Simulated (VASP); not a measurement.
Set up this calculation in VASP 6.6.1, as the native input.

- Task: single point
- Functional: PBE
- Potentials or basis: VASP PAW PBE potentials, release 64 (Os, I)
- Cutoff: 520 eV
- k mesh: 4 × 4 × 4
- Occupations: gaussian, width 0.05 eV
- Spin: collinear spin, ferromagnetic start
- Starting moments: [1.83, 0.12, 0.12, 0.12] μB
- Hubbard terms: Os d U = 2.0 eV
- Dipole correction: no
- Further INCAR settings: ALGO = Normal; EDIFF = 1e-06; NBANDS = 26

The structure of OsI3 lies in POSCAR:

```
OsI3
1.0
    5.5525372398      0.0000000000      0.0000000000
    0.0000000000      5.5525372398      0.0000000000
    0.0000000000      0.0000000000      5.5525372398
Os I
1 3
Direct
    0.0000000000      0.0000000000      0.0000000000
    0.5000000000      0.0000000000      0.0000000000
    0.0000000000      0.0000000000      0.5000000000
    0.0000000000      0.5000000000      0.0000000000
```

These files were run (other wordings do the same):

INCAR

```
SYSTEM = OsI3
  PREC = Accurate
  ENCUT = 520
  EDIFF = 1E-6
  ISMEAR = 0
  SIGMA = 0.05
  LREAL = .FALSE.
  LASPH = .TRUE.
  NELM = 150
  ALGO = Normal
  ISIF = 2
  LWAVE = .FALSE.
  LCHARG = .FALSE.
  ISPIN = 2
  MAGMOM = 1.83 0.12 0.12 0.12
  LORBIT = 11
  LMAXMIX = 4
  LDAU = .TRUE.
  LDAUTYPE = 2
  LDAUL = 2 -1
  LDAUU = 2 0
  LDAUJ = 0 0
  LDAUPRINT = 1
  GGA = PE
  NBANDS = 26
```

KPOINTS

```
Automatic mesh
0
G
  4 4 4
  0 0 0
```

Potentials or basis: VASP PAW PBE potentials, release 64 (Os, I).

Command:

```sh
$ cat potpaw_PBE.64/Os/POTCAR potpaw_PBE.64/I/POTCAR > POTCAR
$ mpirun -np 1 vasp_std > vasp.out
```

Results of the run:

- Pressure: 0.0 GPa
- Net moment: 2.50 μB per cell
- Site moments: Os +2.09; I +0.10 μB
- Valence electrons inside the program's atomic spheres: Os 6.92; I 4.27

It took 98 s on 1 thread of Intel(R) Xeon(R) 6975P-C (Granite Rapids) (shared host), peak memory 0.33 GiB.
